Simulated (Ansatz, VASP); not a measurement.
# AlN: VASP beside Ansatz

The input INCAR:

```
SYSTEM = AlN
ALGO     = Normal         ! electronic algorithm
EDIFF    = 1E-6           ! SCF threshold, eV
ENCUT    = 600            ! plane-wave cutoff, eV
GGA      = PS             ! functional
GGA_COMPAT= .False.      
ISIF     = 2              ! what is computed and relaxed
ISMEAR   = 0              ! smearing method
LASPH    = .True.         ! aspherical terms in the spheres
LCHARG   = .False.        ! write CHGCAR
LREAL    = .False.        ! projectors in reciprocal space
LWAVE    = .False.        ! write WAVECAR
NBANDS   = 16             ! bands
NELM     = 120            ! most SCF steps
PREC     = Accurate       ! precision mode
SIGMA    = 0.02           ! smearing width, eV
```

The input KPOINTS:

```
k-points
0
Gamma
  6 6 4
  0 0 0
```

File POSCAR:

```
AlN
1.0
    3.3014697580      0.0000000000      0.0000000000
   -1.6507348790      2.8591566802      0.0000000000
    0.0000000000      0.0000000000      4.1398709562
Al N
2 2
Direct
    0.3333333333      0.6666666667      0.7500000000
    0.6666666667      0.3333333333      0.2500000000
    0.3333333333      0.6666666667      0.2500000000
    0.6666666667      0.3333333333      0.7500000000
```

Input for Ansatz:

```yaml
crystal:
  lattice:
    - [3.301469758, 0.0, 0.0]
    - [-1.650734879, 2.8591566802, 0.0]
    - [0.0, 0.0, 4.1398709562]
  atoms:
    - { symbol: Al, position: [0.3333333333, 0.6666666667, 0.75] }
    - { symbol: Al, position: [0.6666666667, 0.3333333333, 0.25] }
    - { symbol: "N", position: [0.3333333333, 0.6666666667, 0.25] }
    - { symbol: "N", position: [0.6666666667, 0.3333333333, 0.75] }
basis:
  ecutwfc: 420
kpoints:
  mp_grid: { grid: [6, 6, 4] }
hamiltonian:
  xc: pbesol
  pseudopotentials: { kind: paw, azcp: { folder: soft_1 } }
scf:
  occupations: { method: gaussian, width: 0.02 }
output:
  forces: true
  stress: true
  eigenvalues: true
```

Alike in both runs: task single point; functional PBEsol; k mesh 6 × 6 × 4; occupations gaussian, width 0.02 eV; no spin polarisation.

|  | VASP | Ansatz |
| --- | --- | --- |
| version | VASP 6.6.1 | Ansatz 0.2.0 |
| potentials or method | VASP PAW PBE potentials, release 64 (Al, N), cutoff 600 eV | scalar-relativistic, plane waves, PAW |
| valence electrons in the cell | 16 | 16 |

|  | VASP | Ansatz | Ansatz less VASP |
| --- | --- | --- | --- |
| gap on the k mesh at the Fermi level (eV) | 3.34 | 3.33 | -0.014 |
| least direct gap on the mesh (eV) | 3.34 | 3.33 | -0.014 |
| pressure (GPa) | -0.1 | 0.0 | +0.11 |

VASP's potentials were made for PBE, not for PBEsol, and Ansatz warns of the same on its side.
